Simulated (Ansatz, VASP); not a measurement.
# Fe in VASP and in Ansatz

```xyz
1
Lattice="-1.4163 1.4163 1.4163 1.4163 -1.4163 1.4163 1.4163 1.4163 -1.4163" Properties=species:S:1:pos:R:3 pbc="T T T"
Fe    0.0000    0.0000    0.0000
```

Alike in both runs: functional PBE; k mesh 15 × 15 × 15; occupations fermi-dirac, width 0.05 eV; collinear spin.

Ansatz relaxed the structure, and its values are those at the end. VASP's run is a single point on that final structure, the one shown.

|  | VASP | Ansatz |
| --- | --- | --- |
| version | VASP 6.6.1 | Ansatz 0.2.0 |
| potentials or method | VASP PAW PBE potentials, release 64 (Fe), cutoff 520 eV | plane waves (420 eV) with PAW, scalar-relativistic |
| valence electrons in the cell | 8 | 16 |

|  | VASP | Ansatz | Ansatz less VASP |
| --- | --- | --- | --- |
| pressure (GPa) | 0.0 | 0.0 | +0.02 |
| net moment per atom (μB) | 2.19 | 2.18 | -0.016 |
| size of the moment on the site where the two differ most (μB) | 2.19 | 2.23 | +0.035 |

Site moments also hang on the region over which each program counts them. VASP's potentials hold 8 valence electrons a cell and Ansatz's 16, so a difference there can come from the potentials and not from the codes.
